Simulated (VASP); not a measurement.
# Ba (P-1) in VASP: further runs

Runs on Ba. Level: r2SCAN. Tasks: single point.

All numbers are computed with VASP 6.6.1; they aren't measurements. Logs are shortened: lines on timing, memory, paths and dates and some standing lists are left out, and cuts for length are marked.

## Step 1: The cell of the first run

The typed cell holds 1 atom: a = 4.271 Å, b = 4.438 Å, c = 4.305 Å, α = 109.98°, β = 108.93°, γ = 109.27°.

## Step 2: Single point, r2SCAN

POSCAR

```
Ba
1.0
   -2.4717600000      2.4776470000      2.4485140000
    2.5653110000     -2.5280200000      2.5924380000
    2.4506570000      2.5069170000     -2.4988870000
Ba
1
Direct
   -0.0010750000      0.0047450000     -0.0114680000
```

INCAR.step1

```
SYSTEM = Ba
PREC     = Accurate       ! precision mode
ENCUT    = 520            ! plane-wave cutoff, eV
ISMEAR   = -1             ! smearing method
SIGMA    = 0.025          ! smearing width, eV
LREAL    = .False.        ! projectors in reciprocal space
LASPH    = .True.         ! aspherical terms in the spheres
NELM     = 60             ! most SCF steps
NBANDS   = 11             ! bands
GGA      = PE             ! functional
ALGO     = Normal         ! electronic algorithm
EDIFF    = 1E-4           ! SCF threshold, eV
LWAVE    = .True.         ! write WAVECAR
LCHARG   = .False.        ! write CHGCAR
```

INCAR.step2

```
SYSTEM = Ba
PREC     = Accurate       ! precision mode
ENCUT    = 520            ! plane-wave cutoff, eV
EDIFF    = 1E-6           ! SCF threshold, eV
ISMEAR   = -1             ! smearing method
SIGMA    = 0.025          ! smearing width, eV
LREAL    = .False.        ! projectors in reciprocal space
LASPH    = .True.         ! aspherical terms in the spheres
NELM     = 60             ! most SCF steps
ALGO     = Normal         ! electronic algorithm
ISIF     = 2              ! what is computed and relaxed
LWAVE    = .False.        ! write WAVECAR
LCHARG   = .False.        ! write CHGCAR
METAGGA  = R2SCAN         ! meta-GGA
LMIXTAU  = .True.       
NBANDS   = 11             ! bands
ISTART   = 1
```

KPOINTS

```
Automatic mesh
0
Gamma
  6 5 6
  0 0 0
```

Potentials or basis: VASP PAW PBE potentials, release 64 (Ba_sv).

Run with:

```bash
$ cat potpaw_PBE.64/Ba_sv/POTCAR > POTCAR
$ cp INCAR.step1 INCAR
$ mpirun -np 1 vasp_std > vasp.out
$ cp INCAR.step2 INCAR
$ mpirun -np 1 vasp_std > vasp.out
```

OUTCAR:

```text
SYSTEM = Ba
   PREC = Accurate
   ENCUT = 520
   EDIFF = 1E-6
   ISMEAR = -1
   LREAL = .False.
   LASPH = .True.
   NELM = 60
   ISIF = 2
   METAGGA = R2SCAN
   ISTART = 1

 ion  position               nearest neighbor table
   1  0.999  0.005  0.989-

  LATTYP: Found a triclinic cell.
 ALAT       =    11.0603536531
 B/A-ratio  =     0.6310014304
 C/A-ratio  =     0.3937868289
 COS(alpha) =     0.0006231168
 COS(beta)  =     0.2691697168
 COS(gamma) =     0.9448610657

  Lattice vectors:

 A1 = (   9.9383850000,   0.0081670000,  -4.8538500000)
 A2 = (   4.9224170000,   0.0292700000,  -4.9474010000)
 A3 = (   2.5442080000,   2.4565440000,   2.5420650000)

Analysis of symmetry for initial positions (statically):
=====================================================================
 Subroutine PRICEL returns:
 Original cell was already a primitive cell.

 Routine SETGRP: Setting up the symmetry group for a
 triclinic supercell.

 Subroutine GETGRP returns: Found  2 space group operations
 (whereof  1 operations were pure point group operations)
 out of a pool of  2 trial point group operations.

The static configuration has the point symmetry C_1 .
 The point group associated with its full space group is S_2 .

Analysis of symmetry for dynamics (positions and initial velocities):
=====================================================================
 Subroutine PRICEL returns:
 Original cell was already a primitive cell.

 Routine SETGRP: Setting up the symmetry group for a
 triclinic supercell.

 Subroutine GETGRP returns: Found  2 space group operations
 (whereof  1 operations were pure point group operations)
 out of a pool of  2 trial point group operations.

The dynamic configuration has the point symmetry C_1 .
 The point group associated with its full space group is S_2 .

 Subroutine INISYM returns: Found  2 space group operations
 (whereof  1 operations are pure point group operations),
 and found     1 'primitive' translations

----------------------------------------------------------------------------------------

                                     Primitive cell

  volume of cell :      62.9888

  direct lattice vectors                    reciprocal lattice vectors
    -2.471760000  2.477647000  2.448514000    -0.002886079  0.202632878  0.200453649
     2.565311000 -2.528020000  2.592438000     0.195742486  0.002797021  0.194770549
     2.450657000  2.506917000 -2.498887000     0.200242610  0.201449902 -0.001703103

  length of vectors
     4.271247237  4.437616526  4.305204852     0.285043993  0.276149436  0.284045888

  position of ions in fractional coordinates (direct lattice)
     0.998925000  0.004745000  0.988532000

  ion indices of the primitive-cell ions
   primitive index   ion index
                 1           1

----------------------------------------------------------------------------------------

 KPOINTS: Automatic mesh

Automatic generation of k-mesh.
 Grid dimensions read from file:
 generate k-points for:    6    5    6

 Generating k-lattice:

  Cartesian coordinates                     Fractional coordinates (reciprocal lattice)
    -0.000481013  0.033772146  0.033408941     0.166666667  0.000000000 -0.000000000
     0.039148497  0.000559404  0.038954110    -0.000000000  0.200000000  0.000000000
     0.033373768  0.033574984 -0.000283851     0.000000000  0.000000000  0.166666667

  Length of vectors
     0.047507332  0.055229887  0.047340981

  Shift w.r.t. Gamma in fractional coordinates (k-lattice)
     0.000000000  0.000000000  0.000000000

 Subroutine IBZKPT returns following result:
 ===========================================

 Found     92 irreducible k-points:

 Following reciprocal coordinates:
            Coordinates               Weight
  0.000000  0.000000  0.000000      1.000000
  0.166667 -0.000000  0.000000      2.000000
  0.333333 -0.000000  0.000000      2.000000
  0.500000  0.000000  0.000000      1.000000
  0.000000  0.200000  0.000000      2.000000
  0.166667  0.200000  0.000000      2.000000
[... 16 lines left out ...]
  0.000000  0.200000  0.166667      2.000000
  0.166667  0.200000  0.166667      2.000000
 [... further k-points ...]
   k-points           NKPTS =     92   k-points in BZ     NKDIM =     92   number of bands    NBANDS=     11
   number of dos      NEDOS =    301   number of ions     NIONS =      1
   total plane-waves  NPLWV =  36864
   dimension x,y,z NGX =    32 NGY =   36 NGZ =   32
   dimension x,y,z NGXF=    64 NGYF=   72 NGZF=   64
   ions per type =               1
   NGX,Y,Z   is equivalent  to a cutoff of  12.46, 13.49, 12.36 a.u.
   NGXF,Y,Z  is equivalent  to a cutoff of  24.91, 26.97, 24.71 a.u.
 SYSTEM =  Ba
   PREC   = accura    normal or accurate (medium, high low for compatibility)
   ISTART =      1    job   : 0-new  1-cont  2-samecut
   ICHARG =      0    charge: 1-file 2-atom 10-const
   ISPIN  =      1    spin polarized calculation?
   LNONCOLLINEAR =      F non collinear calculations
   LSORBIT =      F    spin-orbit coupling
   LASPH  =      T    aspherical Exc in radial PAW
   ENCUT  =  520.0 eV  38.22 Ry    6.18 a.u.   7.94  8.25  8.00*2*pi/ulx,y,z
   NELM   =     60;   NELMIN=  2; NELMDL=  0     # of ELM steps
   EDIFF  = 0.1E-05   stopping-criterion for ELM
   LREAL  =      F    real-space projection
   EDIFFG = 0.1E-04   stopping-criterion for IOM
   NSW    =      0    number of steps for IOM
   IBRION =     -1    ionic relax: 0-MD 1-quasi-New 2-CG
   NFREE  =      0    steps in history (QN), initial steepest desc. (CG)
   ISIF   =      2    stress and relaxation
   ISYM   =      2    0-nonsym 1-usesym 2-fastsym
   POTIM  = 0.5000    time-step for ionic-motion
   TEBEG  =    0.0;   TEEND  =   0.0 temperature during run
   PSTRESS=    0.0 pullay stress
   NELECT =      10.0000    total number of electrons
   NUPDOWN=      -1.0000    fix difference up-down
   EMIN   =  10.00;   EMAX   =-10.00  energy-range for DOS
   EFERMI =   0.00;   METHOD = LEGACY
   ISMEAR =    -1;   SIGMA  =   0.03  broadening in eV -4-tet -1-fermi 0-gaus
   EFERMI_NEDOS =   21; number of points for ismear=-14 and -15
   IALGO  =     38    algorithm
   IMIX   =      4    mixing-type and parameters
     AMIX     =   0.40;   BMIX     =  1.00
     AMIX_MAG =   1.60;   BMIX_MAG =  1.00
  volume/ion in A,a.u.               =      62.99       425.07
  Fermi-wavevector in a.u.,A,eV,Ry     =   0.886449  1.675146 10.691347  0.785792
  Thomas-Fermi vector in A             =   2.007617
   LORBIT       =      0    0 simple, 1 ext, 2 COOP (PROOUT), +10 PAW based schemes
   METAGGA = R2SCAN    functional components
   LHFCALC =     F    Hartree Fock is set to
   AEXX    =    0.0000 exact exchange contribution
   IVDW    =     0    specifies the selected vdW correction
   LEPSILON=     F    determine dielectric tensor
   LRPA    =     F    only Hartree local field effects (RPA)
 non-spin polarized calculation
  energy-cutoff  :      520.00
  volume of cell :       62.99
 maximum number of plane-waves:      1712
   NGX = 15   NGY = 17   NGZ = 15

 number of electron      10.0000000 magnetization

 Free energy of the ion-electron system (eV)
  ---------------------------------------------------
  ext. energy  EPLUGINS =         0.00000000
  ---------------------------------------------------
  free energy    TOTEN  =       -26.42944728 eV

  energy without entropy =      -26.42700861  energy(sigma->0) =      -26.42822794

 E-fermi :   1.7302     XC(G=0):  -7.8306

 val. band max:        1.6728013925   @ k =   0.3333   0.4000   0.0000
 cond. band min:       1.7310070603   @ k =   0.1667   0.4000   0.1667
 fundamental gap:      0.0582056679
 Fermi energy:         1.7302486569

 k-point     1 :       0.0000    0.0000    0.0000
  band No.  band energies     occupation
      1     -28.1910      2.00000
      2     -12.7345      2.00000
      3     -12.7196      2.00000
      4     -12.7085      2.00000
      5      -1.1545      2.00000
      6       3.7265      0.00000
      7       3.7820      0.00000
      8       4.0527      0.00000
      9       5.2027      0.00000
     10       5.2701      0.00000
     11       8.8391      0.00000

 k-point     2 :       0.1667   -0.0000    0.0000
  band No.  band energies     occupation
      1     -28.1784      2.00000
      2     -12.8484      2.00000
      3     -12.7644      2.00000
      4     -12.7227      2.00000
      5      -0.6224      2.00000
      6       3.4655      0.00000
      7       3.5458      0.00000
      8       4.3261      0.00000
      9       4.8128      0.00000
     10       5.1907      0.00000
     11       9.4634      0.00000

 k-point     3 :       0.3333   -0.0000    0.0000
  band No.  band energies     occupation
      1     -28.1531      2.00000
      2     -13.0962      2.00000
      3     -12.8426      2.00000
      4     -12.7251      2.00000
      5       0.4800      2.00000
      6       2.7782      0.00000
      7       2.8792      0.00000
      8       5.1559      0.00000
      9       5.3684      0.00000
     10       5.8746      0.00000
     11       8.6054      0.00000

 k-point     4 :       0.5000    0.0000    0.0000
  band No.  band energies     occupation
      1     -28.1404      2.00000
      2     -13.2134      2.00000
      3     -12.8812      2.00000
      4     -12.7258      2.00000
      5       0.8602      2.00000
      6       2.6178      0.00000
      7       3.0143      0.00000
      8       5.2168      0.00000
      9       5.7581      0.00000
     10       7.3306      0.00000
     11       7.5570      0.00000
[... 239 lines left out ...]
 k-point    22 :      -0.1667    0.0000    0.1667
  band No.  band energies     occupation
      1     -28.1778      2.00000
      2     -12.8450      2.00000
      3     -12.7634      2.00000
      4     -12.7326      2.00000
      5      -0.6165      2.00000
      6       3.5245      0.00000
      7       3.5880      0.00000
      8       4.3040      0.00000
      9       4.6913      0.00000
     10       5.1788      0.00000
     11       9.4432      0.00000

 k-point    23 :       0.0000    0.2000    0.1667
  band No.  band energies     occupation
      1     -28.1593      2.00000
      2     -13.0413      2.00000
      3     -12.8251      2.00000
      4     -12.7399      2.00000
      5       0.4413      2.00000
      6       2.5831      0.00000
      7       2.9219      0.00000
      8       4.9169      0.00000
      9       5.7178      0.00000
     10       5.7848      0.00000
     11       9.1308      0.00000

 k-point    24 :       0.1667    0.2000    0.1667
  band No.  band energies     occupation
      1     -28.1468      2.00000
      2     -13.0960      2.00000
      3     -12.8568      2.00000
      4     -12.8331      2.00000
      5       1.4981      1.99981
      6       2.2825      0.00000
      7       2.4164      0.00000
      8       5.6889      0.00000
      9       5.7602      0.00000
     10       7.3058      0.00000
     11       8.0420      0.00000

 [... further k-points ...]

------------------------ aborting loop because EDIFF is reached ----------------------------------------

  FORCE on cell =-STRESS in cart. coord.  units (eV):
  Direction    XX          YY          ZZ          XY          YZ          ZX
  --------------------------------------------------------------------------------------
  -------------------------------------------------------------------------------------
  Total        0.1429043      0.1670590      0.1219923      0.0372312      0.0883213     -0.1247651
  in kB        3.6349007      4.2492984      3.1029865      0.9470085      2.2465333     -3.1735143
  external PRESSURE =       3.6623952 kB  Pullay stress =       0.0000000 kB

 VOLUME and BASIS-vectors are now :
 -----------------------------------------------------------------------------
  energy-cutoff  :      520.00
  volume of cell :       62.99
      direct lattice vectors                 reciprocal lattice vectors
    -2.471760000  2.477647000  2.448514000    -0.002886079  0.202632878  0.200453649
     2.565311000 -2.528020000  2.592438000     0.195742486  0.002797021  0.194770549
     2.450657000  2.506917000 -2.498887000     0.200242610  0.201449902 -0.001703103

 POSITION                                       TOTAL-FORCE (eV/Angst)
 -----------------------------------------------------------------------------------
     -0.03438      4.94116     -0.01205         0.000000      0.000000      0.000000
 -----------------------------------------------------------------------------------
    total drift:                                0.000027      0.000004     -0.000009

  FREE ENERGIE OF THE ION-ELECTRON SYSTEM (eV)
  ---------------------------------------------------
  free  energy   TOTEN  =       -26.4294472817 eV

  energy  without entropy=      -26.4270086064  energy(sigma->0) =      -26.42822794
```

It took 4 min on 1 thread of Oxide Virtual Turin-like, shared host; peak memory 0.2 GiB.

Results:

```
Free energy            : -26.4294 eV
Pressure               : 0.4 GPa
Band gap on the k mesh : zero (bands 5 and 6 overlap by 0.76 eV)
```

Stress tensor (GPa, compression positive):
```
 0.36  0.09 -0.32
 0.09  0.42  0.22
-0.32  0.22  0.31
```

Caveat: the PAW data sets were made with another functional, which shifts forces and pressure a little; spin-orbit coupling is left out, which moves the levels of the heavy elements.

## Step 3: Single point, r2SCAN

POSCAR is that of step 2.

INCAR.step1

```
PREC = Accurate ; ENCUT = 520
ISMEAR = -1 ; SIGMA = 0.01
LREAL = F ; LASPH = T
NELM = 60 ; NBANDS = 11
GGA = PE ; ALGO = Normal
EDIFF = 1E-4 ; LWAVE = T
LCHARG = F
```

INCAR.step2

```
PREC = Accurate ; ENCUT = 520
EDIFF = 1E-6 ; ISMEAR = -1
SIGMA = 0.01 ; LREAL = F
LASPH = T ; NELM = 60
ALGO = Normal ; ISIF = 2
LWAVE = F ; LCHARG = F
METAGGA = R2SCAN ; LMIXTAU = T
NBANDS = 11 ; ISTART = 1
```

KPOINTS

```
regular mesh
0
Gamma
  6 5 6
```

Potentials or basis: VASP PAW PBE potentials, release 64 (Ba_sv).

Run with:

```bash
$ cat potpaw_PBE.64/Ba_sv/POTCAR > POTCAR
$ cp INCAR.step1 INCAR
$ mpirun -np 1 vasp_std > vasp.out
$ cp INCAR.step2 INCAR
$ mpirun -np 1 vasp_std > vasp.out
```

It took 2.7 min on 1 thread of Oxide Virtual Turin-like, shared host; peak memory 0.2 GiB.

It converged, with:

| Quantity | Value |
| --- | --- |
| Free energy | -26.4285 eV |
| Pressure | 0.4 GPa |
| Band gap on the k mesh | zero (bands 5 and 6 overlap by 0.76 eV) |

Stress tensor (GPa, compression positive):
```
 0.39  0.07 -0.29
 0.07  0.45  0.20
-0.29  0.20  0.33
```

Levels at points of the mesh, in eV from the Fermi level:
```
           k point  band 3  band 4  band 5  band 6  band 7  band 8
(0.00, 0.00, 0.00)  -14.46  -14.45   -2.90    1.99    2.04    2.31
(0.50, 0.00, 0.00)  -14.62  -14.47   -0.88    0.88    1.27    3.48
(0.00, 0.00, 0.50)  -14.62  -14.46   -0.88    0.83    1.25    3.56
(0.50, 0.00, 0.50)  -14.63  -14.47   -0.88    0.93    1.32    3.37
```

Caveat: the PAW data sets were made with another functional, which shifts forces and pressure a little; spin-orbit coupling is left out, which moves the levels of the heavy elements.

## Step 4: Single point, r2SCAN

POSCAR is that of step 3.

INCAR.step1

```
SYSTEM = Ba
ALGO = Normal
EDIFF = 1E-4
ENCUT = 520
GGA = PE
ISMEAR = -1
LASPH = .True.
LCHARG = .False.
LREAL = .False.
LWAVE = .True.
NBANDS = 11
NELM = 80
PREC = Accurate
SIGMA = 0.005
```

INCAR.step2

```
SYSTEM = Ba
ALGO = Normal
EDIFF = 1E-6
ENCUT = 520
ISIF = 2
ISMEAR = -1
ISTART = 1
LASPH = .True.
LCHARG = .False.
LMIXTAU = .True.
LREAL = .False.
LWAVE = .False.
METAGGA = R2SCAN
NBANDS = 11
NELM = 80
PREC = Accurate
SIGMA = 0.005
```

KPOINTS

```
k-points
0
Gamma
  6 5 6
  0 0 0
```

Run with:

```bash
$ cat potpaw_PBE.64/Ba_sv/POTCAR > POTCAR
$ cp INCAR.step1 INCAR
$ mpirun -np 1 vasp_std > vasp.out
$ cp INCAR.step2 INCAR
$ mpirun -np 1 vasp_std > vasp.out
```

Wall time 2 min (1 thread of Oxide Virtual Turin-like, shared host); peak memory 0.2 GiB.

Results (log left out):

* Free energy: -26.4284 eV
* Pressure: 0.4 GPa
* Band gap on the k mesh: zero (bands 5 and 6 overlap by 0.76 eV)

Stress tensor (GPa, compression positive):
```
 0.41  0.05 -0.28
 0.05  0.48  0.18
-0.28  0.18  0.35
```

Levels at points of the mesh, in eV from the Fermi level:
```tsv
k point	band 1	band 2	band 3	band 4	band 5	band 6	band 7	band 8	band 9	band 10
(0.00, 0.00, 0.00)	-29.93	-14.48	-14.46	-14.45	-2.90	1.98	2.04	2.31	3.46	3.53
(0.50, 0.00, 0.00)	-29.88	-14.96	-14.62	-14.47	-0.88	0.87	1.27	3.48	4.02	5.59
(0.00, 0.00, 0.50)	-29.89	-14.95	-14.62	-14.47	-0.89	0.83	1.24	3.56	4.09	5.57
(0.50, 0.00, 0.50)	-29.88	-14.96	-14.63	-14.47	-0.88	0.93	1.31	3.37	3.91	5.65
```

Caveat: the PAW data sets were made with another functional, which shifts forces and pressure a little; spin-orbit coupling is left out, which moves the levels of the heavy elements.

## Step 5: The runs side by side

```tsv
smearing	gap on the mesh (eV)	pressure (GPa)
fermi-dirac 0.025 eV	none	0.4
fermi-dirac 0.01 eV	none	0.4
fermi-dirac 0.005 eV	none	0.4
```

Alike in all rows: task single point; level r2SCAN; potentials or basis VASP PAW PBE potentials, release 64 (Ba_sv); no spin polarisation; cell as given; k mesh 6 × 5 × 6; cutoff (eV) 520.

Caveats: the PAW data sets were made with another functional, which shifts forces and pressure a little; spin-orbit coupling is left out, which moves the levels of the heavy elements.

Total energies depend on the potentials used, so only differences within one code and one set of settings carry meaning.

The gap in the log of VASP goes by the Fermi energy; the results here count the filled bands.